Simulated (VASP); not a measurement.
A run of VASP 6.6.1 is set up as follows.

File INCAR:

```
SYSTEM = Al2BAs3
  PREC = Accurate
  ENCUT = 600
  EDIFF = 1E-6
  ISMEAR = -1
  SIGMA = 0.02
  LREAL = .FALSE.
  LASPH = .TRUE.
  NELM = 80
  ALGO = Normal
  ISIF = 3
  LWAVE = .FALSE.
  LCHARG = .FALSE.
  GGA = PE
  IBRION = 2
  NSW = 80
  EDIFFG = -0.005
```

The input KPOINTS:

```
regular mesh
0
G
  12 12 4
  0 0 0
```

File POSCAR:

```
Al2BAs3
1.0
    3.6550741611      0.0000000000      0.0000000000
   -1.8275370805      3.1653870762      0.0000000000
    0.0000000000      0.0000000000      8.9530666667
B Al As
1 2 3
Direct
    0.0000000000      0.0000000000      0.0000000000
    0.6666666667      0.3333333333      0.6666666667
    0.3333333333      0.6666666667      0.3333333333
    0.6666666667      0.3333333333      0.9166666667
    0.3333333333      0.6666666667      0.5833333333
    0.0000000000      0.0000000000      0.2500000000
```

Potentials or basis: VASP PAW PBE potentials, release 64 (B, Al, As).

Run with:

```console
$ cat potpaw_PBE.64/B/POTCAR potpaw_PBE.64/Al/POTCAR potpaw_PBE.64/As/POTCAR > POTCAR
$ mpirun -np 1 vasp_std > vasp.out
```

Task: What does it give for the relaxed volume?

Result: 20.40 Å³/atom.

Task: What does it give for the space group after relaxing (to 0.1 Å)?

Result: P3m1 (No. 156).

The path:
| step | energy change (eV) | largest force (eV/Å) | pressure (GPa) | volume (Å³) |
| --- | --- | --- | --- | --- |
| 1 | 0.0000 | 3.6830 | 21.30 | 103.58 |
| 2 | -1.1005 | 0.9373 | -8.20 | 141.94 |
| 3 | -1.5857 | 1.1955 | -1.47 | 125.69 |
| 4 | -1.5860 | 1.2290 | -1.18 | 125.22 |
| 5 | -1.7210 | 0.6457 | -0.60 | 123.84 |
| 6 | -1.7727 | 0.4152 | 0.39 | 122.36 |
| 7 | -1.8035 | 0.2735 | 0.00 | 122.57 |
| 8 | -1.8039 | 0.2636 | 0.03 | 122.55 |
| 9 | -1.8079 | 0.0429 | -0.15 | 122.62 |
| 10 | -1.8079 | 0.0441 | -0.15 | 122.62 |
| 11 | -1.8083 | 0.0160 | 0.07 | 122.26 |
| 12 | -1.8083 | 0.0162 | 0.07 | 122.27 |
| 13 | -1.8084 | 0.0057 | 0.00 | 122.37 |
| 14 | -1.8084 | 0.0065 | 0.00 | 122.36 |
| 15 | -1.8084 | 0.0069 | 0.00 | 122.36 |
| 16 | -1.8084 | 0.0067 | 0.01 | 122.36 |
| 17 | -1.8084 | 0.0029 | 0.01 | 122.37 |

Caveat: the volume moved by over 15 % at a fixed basis, so the end points are rough.
